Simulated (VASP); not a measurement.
# MgS (Niningerite) (Fm-3m) in VASP: notebook

MgS (Niningerite) is run at these levels: LDA; tasks: single point, relaxation of cell and atoms.

Program: VASP 6.6.1. These are calculated values, not measurements. Logs are shortened: lines on timing, memory, paths and dates and some standing lists are left out, and cuts for length are marked.

**1. The cell of the first run**

The structure is cubic, space group Fm-3m (No. 225). The conventional cell has a = 5.128 Å, b = 5.128 Å, c = 5.128 Å, α = 90.00°, β = 90.00°, γ = 90.00°. Within 3.4 Å of Mg (site symmetry m-3m) lie 6 S at 2.56 Å. Within 3.4 Å of S (site symmetry m-3m) lie 6 Mg at 2.56 Å.

**2. Single point, LDA**

INCAR

```
SYSTEM = MgS
ALGO     = Normal         ! electronic algorithm
EDIFF    = 1E-6           ! SCF threshold, eV
ENCUT    = 520            ! plane-wave cutoff, eV
ISIF     = 2              ! what is computed and relaxed
ISMEAR   = 0              ! smearing method
LASPH    = .TRUE.         ! aspherical terms in the spheres
LCHARG   = .FALSE.        ! write CHGCAR
LREAL    = .FALSE.        ! projectors in reciprocal space
LWAVE    = .FALSE.        ! write WAVECAR
NBANDS   = 11             ! bands
NELM     = 60             ! most SCF steps
PREC     = Accurate       ! precision mode
SIGMA    = 0.02           ! smearing width, eV
```

KPOINTS

```
k-points
0
G
  8 8 8
  0 0 0
```

POSCAR

```
MgS
1.0
    0.0000000000      2.5642154131      2.5642154131
    2.5642154131      0.0000000000      2.5642154131
    2.5642154131      2.5642154131      0.0000000000
Mg S
1 1
Direct
    0.0000000000      0.0000000000      0.0000000000
    0.5000000000      0.5000000000      0.5000000000
```

Potentials or basis: VASP PAW LDA potentials, release 64 (Mg, S).

Command:

```console
cat potpaw_LDA.64/Mg/POTCAR potpaw_LDA.64/S/POTCAR > POTCAR
mpirun -np 1 vasp_std > vasp.out
```

OUTCAR:

```text
SYSTEM = MgS
   EDIFF = 1E-6
   ENCUT = 520
   ISIF = 2
   ISMEAR = 0
   LASPH = .TRUE.
   LREAL = .FALSE.
   NELM = 60
   PREC = Accurate

 ion  position               nearest neighbor table
   1  0.000  0.000  0.000-   2 2.56   2 2.56   2 2.56   2 2.56   2 2.56   2 2.56
   2  0.500  0.500  0.500-   1 2.56   1 2.56   1 2.56   1 2.56   1 2.56   1 2.56

  LATTYP: Found a face centered cubic cell.
 ALAT       =     5.1284308262

  Lattice vectors:

 A1 = (   0.0000000000,   2.5642154131,   2.5642154131)
 A2 = (   2.5642154131,   0.0000000000,   2.5642154131)
 A3 = (   2.5642154131,   2.5642154131,   0.0000000000)

Analysis of symmetry for initial positions (statically):
=====================================================================
 Subroutine PRICEL returns:
 Original cell was already a primitive cell.

 Routine SETGRP: Setting up the symmetry group for a
 face centered cubic supercell.

 Subroutine GETGRP returns: Found 48 space group operations
 (whereof 48 operations were pure point group operations)
 out of a pool of 48 trial point group operations.

The static configuration has the point symmetry O_h .

Analysis of symmetry for dynamics (positions and initial velocities):
=====================================================================
 Subroutine PRICEL returns:
 Original cell was already a primitive cell.

 Routine SETGRP: Setting up the symmetry group for a
 face centered cubic supercell.

 Subroutine GETGRP returns: Found 48 space group operations
 (whereof 48 operations were pure point group operations)
 out of a pool of 48 trial point group operations.

The dynamic configuration has the point symmetry O_h .

 Subroutine INISYM returns: Found 48 space group operations
 (whereof 48 operations are pure point group operations),
 and found     1 'primitive' translations

----------------------------------------------------------------------------------------

                                     Primitive cell

  volume of cell :      33.7205

  direct lattice vectors                    reciprocal lattice vectors
     0.000000000  2.564215413  2.564215413    -0.194991418  0.194991418  0.194991418
     2.564215413  0.000000000  2.564215413     0.194991418 -0.194991418  0.194991418
     2.564215413  2.564215413  0.000000000     0.194991418  0.194991418 -0.194991418

  length of vectors
     3.626348214  3.626348214  3.626348214     0.337735043  0.337735043  0.337735043

  position of ions in fractional coordinates (direct lattice)
     0.000000000  0.000000000  0.000000000
     0.500000000  0.500000000  0.500000000

  ion indices of the primitive-cell ions
   primitive index   ion index
                 1           1
                 2           2

----------------------------------------------------------------------------------------

 KPOINTS: k-points

Automatic generation of k-mesh.
 Grid dimensions read from file:
 generate k-points for:    8    8    8

 Generating k-lattice:

  Cartesian coordinates                     Fractional coordinates (reciprocal lattice)
    -0.024373927  0.024373927  0.024373927     0.125000000  0.000000000  0.000000000
     0.024373927 -0.024373927  0.024373927     0.000000000  0.125000000  0.000000000
     0.024373927  0.024373927 -0.024373927     0.000000000  0.000000000  0.125000000

  Length of vectors
     0.042216880  0.042216880  0.042216880

  Shift w.r.t. Gamma in fractional coordinates (k-lattice)
     0.000000000  0.000000000  0.000000000

 Subroutine IBZKPT returns following result:
 ===========================================

 Found     29 irreducible k-points:

 Following reciprocal coordinates:
            Coordinates               Weight
  0.000000  0.000000  0.000000      1.000000
  0.125000  0.000000  0.000000      8.000000
  0.250000  0.000000  0.000000      8.000000
  0.375000  0.000000  0.000000      8.000000
  0.500000  0.000000  0.000000      4.000000
  0.125000  0.125000  0.000000      6.000000
[... 16 lines left out ...]
  0.500000  0.250000  0.125000     48.000000
 -0.375000  0.250000  0.125000     24.000000
 [... further k-points ...]
   k-points           NKPTS =     29   k-points in BZ     NKDIM =     29   number of bands    NBANDS=     11
   number of dos      NEDOS =    301   number of ions     NIONS =      2
   total plane-waves  NPLWV =  21952
   dimension x,y,z NGX =    28 NGY =   28 NGZ =   28
   dimension x,y,z NGXF=    56 NGYF=   56 NGZF=   56
   ions per type =               1   1
   NGX,Y,Z   is equivalent  to a cutoff of  12.84, 12.84, 12.84 a.u.
   NGXF,Y,Z  is equivalent  to a cutoff of  25.67, 25.67, 25.67 a.u.
 SYSTEM =  MgS
   PREC   = accura    normal or accurate (medium, high low for compatibility)
   ISTART =      0    job   : 0-new  1-cont  2-samecut
   ICHARG =      2    charge: 1-file 2-atom 10-const
   ISPIN  =      1    spin polarized calculation?
   LNONCOLLINEAR =      F non collinear calculations
   LSORBIT =      F    spin-orbit coupling
   LASPH  =      T    aspherical Exc in radial PAW
   ENCUT  =  520.0 eV  38.22 Ry    6.18 a.u.   6.74  6.74  6.74*2*pi/ulx,y,z
   NELM   =     60;   NELMIN=  2; NELMDL= -5     # of ELM steps
   EDIFF  = 0.1E-05   stopping-criterion for ELM
   LREAL  =      F    real-space projection
   EDIFFG = 0.1E-04   stopping-criterion for IOM
   NSW    =      0    number of steps for IOM
   IBRION =     -1    ionic relax: 0-MD 1-quasi-New 2-CG
   NFREE  =      0    steps in history (QN), initial steepest desc. (CG)
   ISIF   =      2    stress and relaxation
   ISYM   =      2    0-nonsym 1-usesym 2-fastsym
   POTIM  = 0.5000    time-step for ionic-motion
   TEBEG  =    0.0;   TEEND  =   0.0 temperature during run
   PSTRESS=    0.0 pullay stress
   NELECT =       8.0000    total number of electrons
   NUPDOWN=      -1.0000    fix difference up-down
   EMIN   =  10.00;   EMAX   =-10.00  energy-range for DOS
   EFERMI =   0.00;   METHOD = LEGACY
   ISMEAR =     0;   SIGMA  =   0.02  broadening in eV -4-tet -1-fermi 0-gaus
   EFERMI_NEDOS =   21; number of points for ismear=-14 and -15
   IALGO  =     38    algorithm
   IMIX   =      4    mixing-type and parameters
     AMIX     =   0.40;   BMIX     =  1.00
     AMIX_MAG =   1.60;   BMIX_MAG =  1.00
  volume/ion in A,a.u.               =      16.86       113.78
  Fermi-wavevector in a.u.,A,eV,Ry     =   1.013461  1.915163 13.974584  1.027103
  Thomas-Fermi vector in A             =   2.146631
   LORBIT       =      0    0 simple, 1 ext, 2 COOP (PROOUT), +10 PAW based schemes
   GGA     = CA    functional components
   LHFCALC =     F    Hartree Fock is set to
   AEXX    =    0.0000 exact exchange contribution
   IVDW    =     0    specifies the selected vdW correction
   LEPSILON=     F    determine dielectric tensor
   LRPA    =     F    only Hartree local field effects (RPA)
 non-spin polarized calculation
 Gauss-broadening in eV      SIGMA  =   0.02
  energy-cutoff  :      520.00
  volume of cell :       33.72
 maximum number of plane-waves:       934
   NGX = 13   NGY = 13   NGZ = 13

 number of electron       7.9999998 magnetization

 Free energy of the ion-electron system (eV)
  ---------------------------------------------------
  ext. energy  EPLUGINS =         0.00000000
  ---------------------------------------------------
  free energy    TOTEN  =        -9.59209563 eV

  energy without entropy =       -9.59209563  energy(sigma->0) =       -9.59209563

 E-fermi :   4.1369     XC(G=0): -10.1679

 val. band max:        3.9814320282   @ k =   0.0000   0.0000   0.0000
 cond. band min:       6.6313125336   @ k =   0.5000   0.5000   0.0000
 fundamental gap:      2.6498805054
 Fermi energy:         4.1368744732

 k-point     1 :       0.0000    0.0000    0.0000
  band No.  band energies     occupation
      1      -8.9155      2.00000
      2       3.9814      2.00000
      3       3.9814      2.00000
      4       3.9814      2.00000
      5       7.8239      0.00000
      6      11.7873      0.00000
      7      11.7873      0.00000
      8      11.7873      0.00000
      9      14.2915      0.00000
     10      14.2915      0.00000
     11      16.4360      0.00000

 k-point     2 :       0.1250    0.0000    0.0000
  band No.  band energies     occupation
      1      -8.7514      2.00000
      2       2.8762      2.00000
      3       3.8694      2.00000
      4       3.8694      2.00000
      5       8.6200      0.00000
      6      11.5017      0.00000
      7      12.0554      0.00000
      8      12.0554      0.00000
      9      13.6428      0.00000
     10      13.6428      0.00000
     11      16.7097      0.00000

 k-point     3 :       0.2500    0.0000    0.0000
  band No.  band energies     occupation
      1      -8.3040      2.00000
      2       1.0130      2.00000
      3       3.6274      2.00000
      4       3.6274      2.00000
      5       8.9164      0.00000
      6      11.6984      0.00000
      7      11.6984      0.00000
      8      12.3791      0.00000
      9      14.2268      0.00000
     10      14.2268      0.00000
     11      15.8842      0.00000

 k-point     4 :       0.3750    0.0000    0.0000
  band No.  band energies     occupation
      1      -7.7480      2.00000
      2      -0.5332      2.00000
      3       3.4160      2.00000
      4       3.4160      2.00000
      5       8.5734      0.00000
      6      11.0239      0.00000
      7      11.0239      0.00000
      8      13.9855      0.00000
      9      15.5399      0.00000
     10      16.2570      0.00000
     11      16.2570      0.00000
[... 239 lines left out ...]
 k-point    22 :       0.3750    0.2500    0.1250
  band No.  band energies     occupation
      1      -7.9512      2.00000
      2       0.7389      2.00000
      3       2.3985      2.00000
      4       3.2431      2.00000
      5       9.7743      0.00000
      6      10.3162      0.00000
      7      11.0589      0.00000
      8      13.2097      0.00000
      9      14.0951      0.00000
     10      17.0442      0.00000
     11      18.9285      0.00000

 k-point    23 :       0.5000    0.2500    0.1250
  band No.  band energies     occupation
      1      -7.4780      2.00000
      2      -0.1778      2.00000
      3       1.8250      2.00000
      4       2.9033      2.00000
      5       9.5330      0.00000
      6      10.3082      0.00000
      7      11.7491      0.00000
      8      13.0216      0.00000
      9      15.7154      0.00000
     10      18.3197      0.00000
     11      18.9858      0.00000

 k-point    24 :      -0.3750    0.2500    0.1250
  band No.  band energies     occupation
      1      -7.2476      2.00000
      2      -0.6133      2.00000
      3       1.6750      2.00000
      4       2.7302      2.00000
      5       9.4745      0.00000
      6      10.0247      0.00000
      7      12.3814      0.00000
      8      13.4787      0.00000
      9      16.2758      0.00000
     10      17.3957      0.00000
     11      19.6044      0.00000

 [... further k-points ...]

------------------------ aborting loop because EDIFF is reached ----------------------------------------

  FORCE on cell =-STRESS in cart. coord.  units (eV):
  Direction    XX          YY          ZZ          XY          YZ          ZX
  --------------------------------------------------------------------------------------
  -------------------------------------------------------------------------------------
  Total       -0.1177785     -0.1177785     -0.1177785      0.0000000      0.0000000      0.0000000
  in kB       -5.5960701     -5.5960701     -5.5960701      0.0000000      0.0000000      0.0000000
  external PRESSURE =      -5.5960701 kB  Pullay stress =       0.0000000 kB

 VOLUME and BASIS-vectors are now :
 -----------------------------------------------------------------------------
  energy-cutoff  :      520.00
  volume of cell :       33.72
      direct lattice vectors                 reciprocal lattice vectors
     0.000000000  2.564215413  2.564215413    -0.194991418  0.194991418  0.194991418
     2.564215413  0.000000000  2.564215413     0.194991418 -0.194991418  0.194991418
     2.564215413  2.564215413  0.000000000     0.194991418  0.194991418 -0.194991418

 POSITION                                       TOTAL-FORCE (eV/Angst)
 -----------------------------------------------------------------------------------
      0.00000      0.00000      0.00000         0.000000     -0.000000      0.000000
      2.56422      2.56422      2.56422        -0.000000      0.000000     -0.000000
 -----------------------------------------------------------------------------------
    total drift:                                0.000000      0.000000      0.000000

  FREE ENERGIE OF THE ION-ELECTRON SYSTEM (eV)
  ---------------------------------------------------
  free  energy   TOTEN  =        -9.5920956293 eV

  energy  without entropy=       -9.5920956293  energy(sigma->0) =       -9.59209563
```

It took 8.1 s on 1 thread of Intel Xeon Platinum 8259CL at 2.50GHz (Skylake/Cascade Lake), shared host; peak memory 0.14 GiB.

What came out:

* Free energy: -9.5921 eV
* Pressure: -0.6 GPa
* Band gap on the k mesh: 2.65 eV, indirect (least direct gap 3.84 eV)

Levels at points of the mesh, in eV from the valence-band top:
| k point | band 1 | band 2 | band 3 | band 4 | band 5 | band 6 | band 7 | band 8 | band 9 |
| --- | --- | --- | --- | --- | --- | --- | --- | --- | --- |
| (0.00, 0.00, 0.00) | -12.90 | 0.00 | 0.00 | 0.00 | 3.84 | 7.81 | 7.81 | 7.81 | 10.31 |
| (0.50, 0.00, 0.00) | -11.45 | -5.14 | -0.65 | -0.65 | 4.44 | 6.79 | 6.79 | 10.31 | 12.19 |
| (0.50, 0.50, 0.00) | -11.03 | -4.49 | -1.81 | -1.81 | 2.65 | 4.11 | 12.22 | 12.88 | 13.54 |

**3. Relaxation of cell and atoms, LDA**

This run uses another cell than the first one, of 17.61 Å³/atom, 1.044 times its volume.

INCAR

```
  PREC = Accurate
  ENCUT = 600
  EDIFF = 1E-6
  ISMEAR = 0
  SIGMA = 0.02
  LREAL = F
  LASPH = T
  NELM = 100
  ALGO = Normal
  ISIF = 3
  LWAVE = F
  LCHARG = F
  GGA = CA
  IBRION = 2
  NSW = 100
  EDIFFG = -0.005
```

KPOINTS

```
Automatic mesh
0
Gamma
  8 8 8
```

POSCAR

```
MgS
1.0
    0.0000000000      2.6016500000      2.6016500000
    2.6016500000      0.0000000000      2.6016500000
    2.6016500000      2.6016500000      0.0000000000
Mg S
1 1
Direct
    0.0000000000      0.0000000000      0.0000000000
    0.5000000000      0.5000000000      0.5000000000
```

Potentials or basis: VASP PAW LDA potentials, release 64 (Mg, S).

Command:

```console
cat potpaw_LDA.64/Mg/POTCAR potpaw_LDA.64/S/POTCAR > POTCAR
mpirun -np 1 vasp_std > vasp.out
```

Run time: 18 s. Hardware: 1 thread of Intel Xeon Platinum 8259CL at 2.50GHz (Skylake/Cascade Lake), shared host; peak memory 0.16 GiB.

The run converged. Its results:

```yaml
Free_energy: -9.5929 eV
Relaxed_volume: 16.76 Å³/atom
Relaxed_cell: a = 3.619 Å, b = 3.619 Å, c = 3.619 Å, α = 60.00°, β = 60.00°, γ = 60.00°
Space_group_after_relaxing_to_0.05_Å: Fm-3m (No. 225)
Energy_gained_by_relaxing: 10.6 meV/atom
Ionic_steps: 3
Pressure_after_relaxing: 0.0 GPa
Band_gap_on_the_k_mesh: 2.66 eV, indirect (least direct gap 3.89 eV)
```

The path:
```csv
step,energy change (eV),largest force (eV/Å),pressure (GPa),volume (Å³)
1,0.0000,0.0000,-3.83,35.22
2,-0.0200,0.0000,1.05,33.12
3,-0.0212,0.0000,-0.01,33.51
```

Final structure:
```
Mg S
1.0
     0.00000    2.55894    2.55894
     2.55894    0.00000    2.55894
     2.55894    2.55894    0.00000
Mg S
1 1
Direct
  0.00000 0.00000 0.00000
  0.50000 0.50000 0.50000
```

Levels at points of the mesh, in eV from the valence-band top:
```
           k point  band 1  band 2  band 3  band 4  band 5  band 6  band 7  band 8
(0.00, 0.00, 0.00)  -12.93    0.00    0.00    0.00    3.89    7.80    7.80    7.80
(0.50, 0.00, 0.00)  -11.47   -5.18   -0.65   -0.65    4.45    6.80    6.80   10.38
(0.50, 0.50, 0.00)  -11.05   -4.52   -1.82   -1.82    2.66    4.09   12.29   12.89
```

**4. Single point, LDA**

This run uses another cell than the first one, of 17.61 Å³/atom, 1.044 times its volume.

INCAR

```
ALGO     = Normal         # electronic algorithm
EDIFF    = 1E-6           # SCF threshold, eV
ENCUT    = 600            # plane-wave cutoff, eV
GGA_COMPAT= False        
ISIF     = 2              # what is computed and relaxed
ISMEAR   = 0              # smearing method
LASPH    = True           # aspherical terms in the spheres
LCHARG   = False          # write CHGCAR
LREAL    = False          # projectors in reciprocal space
LWAVE    = False          # write WAVECAR
NBANDS   = 11             # bands
NELM     = 120            # most SCF steps
PREC     = Accurate       # precision mode
SIGMA    = 0.1            # smearing width, eV
```

KPOINTS

```
k-points
0
Gamma
  6 6 6
```

POSCAR is that of step 3.

Command:

```console
cat potpaw_LDA.64/Mg/POTCAR potpaw_LDA.64/S/POTCAR > POTCAR
mpirun -np 1 vasp_std > vasp.out
```

Run time: 5.6 s. Hardware: 1 thread of Intel Xeon Platinum 8375C at 2.90GHz (Ice Lake), shared host; peak memory 0.14 GiB.

Results (log left out):

- Free energy: -9.5686 eV
- Pressure: -3.8 GPa
- Band gap on the k mesh: 2.56 eV, indirect (least direct gap 3.49 eV)

Levels at points of the mesh, in eV from the valence-band top:
| k point | band 1 | band 2 | band 3 | band 4 | band 5 | band 6 | band 7 | band 8 |
| --- | --- | --- | --- | --- | --- | --- | --- | --- |
| (0.00, 0.00, 0.00) | -12.64 | 0.00 | 0.00 | 0.00 | 3.49 | 7.84 | 7.84 | 7.84 |
| (0.50, 0.00, 0.00) | -11.31 | -4.91 | -0.59 | -0.59 | 4.37 | 6.74 | 6.74 | 9.84 |
| (0.50, 0.50, 0.00) | -10.93 | -4.25 | -1.71 | -1.71 | 2.56 | 4.25 | 11.79 | 12.75 |

A k mesh can miss the band edges. As with any semilocal functional, this LDA gap is likely too small.

(Continued in part 2 of 2.)
